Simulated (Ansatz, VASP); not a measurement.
## SrO in VASP and in Ansatz

Contents of INCAR:

```
PREC = Accurate
ENCUT = 520
EDIFF = 1E-6
ISMEAR = -1
SIGMA = 0.05
LREAL = F
LASPH = T
NELM = 60
ALGO = Normal
ISIF = 2
LWAVE = F
LCHARG = F
GGA = RE
NBANDS = 15
```

The input KPOINTS:

```
Automatic mesh
0
Gamma
  9 9 9
```

POSCAR

```
SrO
1.0
    0.0000000000      2.5663000000      2.5663000000
    2.5663000000      0.0000000000      2.5663000000
    2.5663000000      2.5663000000      0.0000000000
Sr O
1 1
Direct
    0.5000000000      0.5000000000      0.5000000000
    0.0000000000      0.0000000000      0.0000000000
```

input.yaml

```yaml
crystal:
  lattice:
    - [0.0, 2.5663, 2.5663]
    - [2.5663, 0.0, 2.5663]
    - [2.5663, 2.5663, 0.0]
  atoms:
    - { symbol: Sr, position: [0.5, 0.5, 0.5] }
    - { symbol: O, position: [0.0, 0.0, 0.0] }
kpoints:
  mp_grid: { grid: [9, 9, 9] }
  band_path:
    path:
      - [0.0, 0.0, 0.0]
      - [0.5, 0.0, 0.5]
      - [0.5, 0.25, 0.75]
      - [0.375, 0.375, 0.75]
      - [0.0, 0.0, 0.0]
      - [0.5, 0.5, 0.5]
      - [0.625, 0.25, 0.625]
      - [0.5, 0.25, 0.75]
    npoints: 6
scf:
  occupations: { method: fermi_dirac, width: 0.05 }
hamiltonian:
  xc: revpbe
  pseudopotentials: { kind: all_electron, lapw: { basis_error: 0.001 } }
output:
  forces: true
  stress: true
  eigenvalues: true
```

Alike in both runs: functional revPBE; k mesh 9 × 9 × 9; occupations fermi-dirac, width 0.05 eV; no spin polarisation.

|  | VASP | Ansatz |
| --- | --- | --- |
| version | VASP 6.6.1 | Ansatz 0.2.0 |
| potentials or method | VASP PAW PBE potentials, release 64 (Sr_sv, O), cutoff 520 eV | all-electron LAPW, scalar-relativistic |
| task | single point | band structure |

|  | VASP | Ansatz | Ansatz less VASP |
| --- | --- | --- | --- |
| gap on the k mesh at the Fermi level (eV) | 3.41 | 3.46 | +0.049 |
| least direct gap on the mesh (eV) | 3.50 | 3.54 | +0.038 |
| pressure (GPa) | 6.2 | 5.6 | -0.61 |

VASP's potentials were made for PBE, not for revPBE. Ansatz ran all-electron here, and VASP with PAW potentials.
